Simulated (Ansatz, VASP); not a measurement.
GaP in VASP and in Ansatz

INCAR

```
SYSTEM = GaP
  ALGO = Normal
  EDIFF = 1E-6
  ENCUT = 500
  GGA = PS
  GGA_COMPAT = .FALSE.
  ISIF = 2
  ISMEAR = 0
  LASPH = .TRUE.
  LCHARG = .TRUE.
  LELF = .TRUE.
  LREAL = .FALSE.
  LVHAR = .TRUE.
  LWAVE = .FALSE.
  NBANDS = 16
  NELM = 120
  PREC = Accurate
  SIGMA = 0.02
```

Contents of KPOINTS:

```
k-points
0
G
  10 10 10
  0 0 0
```

The input POSCAR:

```
GaP
1.0
    0.0000000000      2.7182977924      2.7182977924
    2.7182977924      0.0000000000      2.7182977924
    2.7182977924      2.7182977924      0.0000000000
Ga P
1 1
Direct
    0.0000000000      0.0000000000      0.0000000000
    0.2500000000      0.2500000000      0.2500000000
```

Input for Ansatz:

```yaml
crystal:
  lattice:
    - [0.0, 2.7182977924, 2.7182977924]
    - [2.7182977924, 0.0, 2.7182977924]
    - [2.7182977924, 2.7182977924, 0.0]
  atoms:
    - { symbol: Ga, position: [0.0, 0.0, 0.0] }
    - { symbol: P, position: [0.25, 0.25, 0.25] }
basis:
  ecutwfc: 420
kpoints:
  mp_grid: { grid: [10, 10, 10] }
  band_path:
    path:
      - [[0.0, 0.0, 0.0], [-0.5, -0.5, 0.0], [-0.375, -0.375, 0.25]]
      - [[-0.375, 0.0, 0.375], [0.0, 0.0, 0.0], [0.0, 0.0, 0.5], [-0.5, -0.25, 0.25], [-0.5, -0.5, 0.0]]
    npoints: 10
hamiltonian:
  xc: pbesol
  pseudopotentials: { kind: paw, azcp: { folder: soft_1 } }
scf:
  occupations: { method: gaussian, width: 0.02 }
  n_extra_bands: 7
output:
  forces: true
  stress: true
  eigenvalues: true
```

Alike in both runs: task single point; functional PBEsol; k mesh 10 × 10 × 10; occupations gaussian, width 0.02 eV; no spin polarisation.

|  | VASP | Ansatz |
| --- | --- | --- |
| version | VASP 6.6.1 | Ansatz 0.2.0 |
| potentials or method | VASP PAW PBE potentials, release 64 (Ga_d, P), cutoff 500 eV | scalar-relativistic, plane waves, PAW |
| valence electrons in the cell | 18 | 18 |

|  | VASP | Ansatz | Ansatz less VASP |
| --- | --- | --- | --- |
| gap on the k mesh at the Fermi level (eV) | 1.47 | 1.47 | -0.001 |
| least direct gap on the mesh (eV) | 1.81 | 1.81 | -0.007 |
| pressure (GPa) | 0.0 | 0.1 | +0.12 |

VASP's potentials were made for PBE, not for PBEsol, and Ansatz warns of the same on its side.
